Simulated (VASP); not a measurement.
## Hf8NO15 (a cell with a defect): relaxation of the atoms with PBE

System: Hf8NO15 (a cell with a defect).

```xyz
24
Lattice="0.0000 5.0322 5.0322 5.0322 0.0000 5.0322 5.0322 5.0322 0.0000" Properties=species:S:1:pos:R:3 pbc="T T T"
Hf    0.0000    0.0000    0.0000
Hf    2.5161    2.5161    0.0000
Hf    2.5161    0.0000    2.5161
Hf    5.0322    2.5161    2.5161
Hf    0.0000    2.5161    2.5161
Hf    2.5161    5.0322    2.5161
Hf    2.5161    2.5161    5.0322
Hf    5.0322    5.0322    5.0322
N     3.7741    3.7741    3.7741
O     6.2902    6.2902    3.7741
O     6.2902    3.7741    6.2902
O     8.8063    6.2902    6.2902
O     3.7741    6.2902    6.2902
O     6.2902    8.8063    6.2902
O     6.2902    6.2902    8.8063
O     8.8063    8.8063    8.8063
O     1.2580    1.2580    1.2580
O     3.7741    3.7741    1.2580
O     3.7741    1.2580    3.7741
O     6.2902    3.7741    3.7741
O     1.2580    3.7741    3.7741
O     3.7741    6.2902    3.7741
O     3.7741    3.7741    6.2902
O     6.2902    6.2902    6.2902
```

```yaml
Program: VASP 6.6.1
Task: relaxation of the atoms
Functional: PBE
Potentials_or_basis: VASP PAW PBE potentials, release 64 (Hf_pv, N, O)
Cutoff: 520 eV
k_mesh: 3 × 3 × 3
Occupations: fermi-dirac, width 0.01 eV
Spin: no spin polarisation
Dipole_correction: no
Charge: -1
Further_INCAR_settings: LREAL = Auto; ALGO = Normal; EDIFF = 1e-06; IBRION = 2; EDIFFG = -0.03; NSW = 60; NELECT = 176.0
```

```
Energy gained by relaxing    : 15.9 meV/atom
Ionic steps                  : 7
Largest force after relaxing : 0.014 eV/Å
```

Forces in eV/Å, atoms in the order of the input:
```
Hf  -0.002 -0.002 -0.002
Hf   0.002  0.002 -0.002
Hf   0.002 -0.002  0.002
Hf   0.003 -0.003 -0.003
Hf  -0.002  0.002  0.002
Hf  -0.003  0.003 -0.003
Hf  -0.003 -0.003  0.003
Hf   0.003  0.003  0.003
N    0.000  0.000  0.000
O    0.000  0.000  0.014
O    0.000  0.014  0.000
O   -0.014  0.000  0.000
O    0.014  0.000  0.000
O    0.000 -0.014  0.000
O    0.000  0.000 -0.014
O    0.000  0.000  0.000
O    0.000  0.000  0.000
O    0.000  0.000 -0.007
O    0.000 -0.007  0.000
O    0.007  0.000  0.000
O   -0.007  0.000  0.000
O    0.000  0.007  0.000
O    0.000  0.000  0.007
O    0.000  0.000  0.000
```

Step by step:
```tsv
step	energy change (eV)	largest force (eV/Å)	pressure (GPa)
1	0.0000	2.0485	13.47
2	-0.1552	2.0986	14.15
3	-0.3576	0.3011	13.61
4	-0.3813	0.1612	13.63
5	-0.3819	0.1186	13.62
6	-0.3826	0.0559	13.63
7	-0.3828	0.0142	13.63
```

Final structure:
```
Hf N O
1.0
     0.00000    5.03216    5.03216
     5.03216    0.00000    5.03216
     5.03216    5.03216    0.00000
Hf N O
8 1 15
Direct
  0.99985 0.99985 0.99985
  0.99985 0.99985 0.50046
  0.99985 0.50046 0.99985
  0.00843 0.49719 0.49719
  0.50046 0.99985 0.99985
  0.49719 0.00843 0.49719
  0.49719 0.49719 0.00843
  0.49719 0.49719 0.49719
  0.37500 0.37500 0.37500
  0.37338 0.37338 0.87662
  0.37338 0.87662 0.37338
  0.37338 0.87662 0.87662
  0.87662 0.37338 0.37338
  0.87662 0.37338 0.87662
  0.87662 0.87662 0.37338
  0.87500 0.87500 0.87500
  0.12500 0.12500 0.12500
  0.12032 0.12032 0.62968
  0.12032 0.62968 0.12032
  0.12032 0.62968 0.62968
  0.62968 0.12032 0.12032
  0.62968 0.12032 0.62968
  0.62968 0.62968 0.12032
  0.62500 0.62500 0.62500
```

Levels at points of the mesh, in eV from the Fermi level:
```
           k point  band 85  band 86  band 87  band 88  band 89  band 90  band 91  band 92
(0.00, 0.00, 0.00)    -1.17    -0.30    -0.30    -0.30     3.18     3.18     3.18     3.20
```

Wall time 9.3 min on 1 thread of Intel(R) Xeon(R) 6975P-C (Granite Rapids), with other jobs on the host, peak memory 0.46 GiB.

Caveat: the cell carries a net charge on a neutralising background, which shifts energy and pressure; the cell is charged against a uniform background, so pressure and absolute levels hang on convention; spin-orbit coupling is left out, which moves the levels of the heavy elements.
